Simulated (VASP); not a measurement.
Set up this calculation in VASP 6.6.1, as the native input.

```yaml
Task: single point
Functional: r2SCAN
Potentials_or_basis: VASP PAW PBE potentials, release 64 (Li_sv, F)
Cutoff: 520 eV
k_mesh: 10 × 10 × 10
Occupations: gaussian, width 0.01 eV
Spin: no spin polarisation
Dipole_correction: no
Further_INCAR_settings: ALGO = Normal; EDIFF = 1e-06; NBANDS = 12
```

The system is LiF.

```xyz
2
Lattice="0.0000 1.9749 1.9749 1.9749 0.0000 1.9749 1.9749 1.9749 0.0000" Properties=species:S:1:pos:R:3 pbc="T T T"
Li    0.0000    0.0000    0.0000
F     1.9749    1.9749    1.9749
```

This cell differs from its parent crystal: strain -1.0%.

One way to write it, as run:

POSCAR

```
LiF
1.0
    0.0000000000      1.9749230202      1.9749230202
    1.9749230202      0.0000000000      1.9749230202
    1.9749230202      1.9749230202      0.0000000000
Li F
1 1
Direct
    0.0000000000      0.0000000000      0.0000000000
    0.5000000000      0.5000000000      0.5000000000
```

INCAR.step1

```
ALGO = Normal
EDIFF = 1E-4
ENCUT = 520
GGA = PE
ISMEAR = 0
LASPH = T
LCHARG = F
LREAL = F
LWAVE = T
NBANDS = 12
NELM = 60
PREC = Accurate
SIGMA = 0.01
```

INCAR.step2

```
ALGO = Normal
EDIFF = 1E-6
ENCUT = 520
ISIF = 2
ISMEAR = 0
ISTART = 1
LASPH = T
LCHARG = F
LMIXTAU = T
LREAL = F
LWAVE = F
METAGGA = R2SCAN
NBANDS = 12
NELM = 60
PREC = Accurate
SIGMA = 0.01
```

KPOINTS

```
k-points
0
Gamma
  10 10 10
```

Potentials or basis: VASP PAW PBE potentials, release 64 (Li_sv, F).

The run is started by

```sh
$ cat potpaw_PBE.64/Li_sv/POTCAR potpaw_PBE.64/F/POTCAR > POTCAR
$ cp INCAR.step1 INCAR
$ mpirun -np 1 vasp_std > vasp.out
$ cp INCAR.step2 INCAR
$ mpirun -np 1 vasp_std > vasp.out
```

It gave:

The band gap on the k mesh is 10.85 eV, direct.

Caveat: the cell differs from its parent crystal (strain -1.0%).

Run time: 89 s on 1 thread of AMD EPYC 7571, on a shared host, peak memory 0.1 GiB.
